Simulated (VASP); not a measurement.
Set up this calculation in VASP 6.6.1, as the native input.

```yaml
Task: single point
Functional: LDA
Potentials_or_basis: VASP PAW LDA potentials, release 64 (Nb_sv)
Cutoff: 520 eV
k_mesh: 3 × 3 × 1
Occupations: fermi-dirac, width 0.1 eV
Spin: no spin polarisation
Dipole_correction: no
Further_INCAR_settings: LREAL = Auto; ALGO = Normal; EDIFF = 1e-06; NBANDS = 118
```

The structure of Nb lies in POSCAR:

```
Nb
1.0
    6.6000000000      0.0000000000      0.0000000000
    0.0000000000      6.6000000000      0.0000000000
    0.0000000000      0.0000000000     15.9500000000
Nb
16
Direct
    0.2500000000      0.2500000000      0.0626959248
    0.7500000000      0.2500000000      0.0626959248
    0.2500000000      0.7500000000      0.0626959248
    0.7500000000      0.7500000000      0.0626959248
    0.0315606061      0.0276212121      0.1504137931
    0.5190909091     -0.0025000000      0.1630721003
    0.0009393939      0.5083939394      0.1504576803
    0.5206969697      0.4938484848      0.1528714734
    0.2510757576      0.2930303030      0.2637617555
    0.7682424242      0.2733787879      0.2466645768
    0.2833181818      0.7601212121      0.2542758621
    0.7707878788      0.7575606061      0.2497993730
    0.0494393939     -0.0149242424      0.3574608150
    0.5683636364      0.0061818182      0.3356551724
    0.0339242424      0.5348636364      0.3488025078
    0.5445757576      0.5043939394      0.3514169279
```

These files were run (other wordings do the same):

INCAR

```
SYSTEM = Nb
ALGO = Normal ; EDIFF = 1E-6
ENCUT = 520 ; GGA = CA
ISIF = 2 ; ISMEAR = -1
LASPH = .TRUE. ; LCHARG = .FALSE.
LREAL = Auto ; LWAVE = .FALSE.
NBANDS = 118 ; NELM = 100
PREC = Accurate ; SIGMA = 0.1
```

KPOINTS

```
k-points
0
G
  3 3 1
  0 0 0
```

Potentials or basis: VASP PAW LDA potentials, release 64 (Nb_sv).

Launch:

```bash
$ cat potpaw_LDA.64/Nb_sv/POTCAR > POTCAR
$ mpirun -np 1 vasp_std > vasp.out
```

Results of the run:

The largest force is 2.162 eV/Å and the band gap on the k mesh is zero (band 104 reaches 2.60 eV, above the bottom of band 105 at 2.57 eV).

Wall time 19 min on 1 thread of Intel(R) Xeon(R) Platinum 8375C CPU @ 2.90GHz (Ice Lake), with other jobs on the host, peak memory 0.62 GiB.
